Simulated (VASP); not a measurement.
Crystal: Ge.

```xyz
2
Lattice="1.4881 -2.5947 0.0000 1.4881 2.5947 0.0000 0.0000 0.0000 4.7276" Properties=species:S:1:pos:R:3 pbc="T T T"
Ge    1.4881    0.8643    1.1819
Ge    1.4881   -0.8643    3.5457
```

This isn't the form of Ge at room conditions, which is diamond.

| Item | Value |
| --- | --- |
| Program | VASP 6.6.1 |
| Task | relaxation of cell and atoms |
| Functional | RPBE |
| Dispersion | D4 |
| Potentials or basis | VASP PAW PBE potentials, release 64 (Ge_d) |
| Cutoff | 620 eV |
| k mesh | 10 × 10 × 6 |
| Occupations | fermi-dirac, width 0.05 eV |
| Spin | no spin polarisation |

At the start: pressure -0.0 GPa; volume 18.25 Å³/atom.

**Question.** Where does the relaxation end?

**Answer.** Over 15 steps the energy falls by 3.2 meV/atom and the volume is 18.20 Å³/atom (-0.3 %); space group P6_3/mmc (No. 194, to 0.1 Å) before and after.

Step by step:
| step | energy change (eV) | largest force (eV/Å) | pressure (GPa) | volume (Å³) |
| --- | --- | --- | --- | --- |
| 1 | 0.0000 | 0.0014 | -0.03 | 36.51 |
| 2 | -0.0043 | 0.0035 | -0.06 | 36.49 |
| 3 | -0.0057 | 0.0066 | -0.18 | 36.45 |
| 4 | -0.0059 | 0.0063 | -0.17 | 36.46 |
| 5 | -0.0059 | 0.0064 | -0.17 | 36.46 |
| 6 | -0.0060 | 0.0083 | 0.07 | 36.34 |
| 7 | -0.0060 | 0.0089 | 0.18 | 36.30 |
| 8 | -0.0062 | 0.0106 | 0.16 | 36.29 |
| 9 | -0.0062 | 0.0129 | 0.23 | 36.28 |
| 10 | -0.0063 | 0.0113 | 0.16 | 36.28 |
| 11 | -0.0063 | 0.0126 | 0.16 | 36.28 |
| 12 | -0.0063 | 0.0115 | 0.00 | 36.36 |
| 13 | -0.0063 | 0.0156 | -0.04 | 36.38 |
| 14 | -0.0063 | 0.0115 | -0.04 | 36.38 |
| 15 | -0.0064 | 0.0090 | 0.03 | 36.39 |

Final structure:
```
CELL_PARAMETERS angstrom
1.46384 -2.58605 0.00000
1.46384 2.58605 0.00000
0.00000 0.00000 4.80662
ATOMIC_POSITIONS crystal
Ge 0.33445 0.66555 0.25000
Ge 0.66555 0.33445 0.75000
```

Caveat: the PAW data sets were made with another functional, which shifts forces and pressure a little.
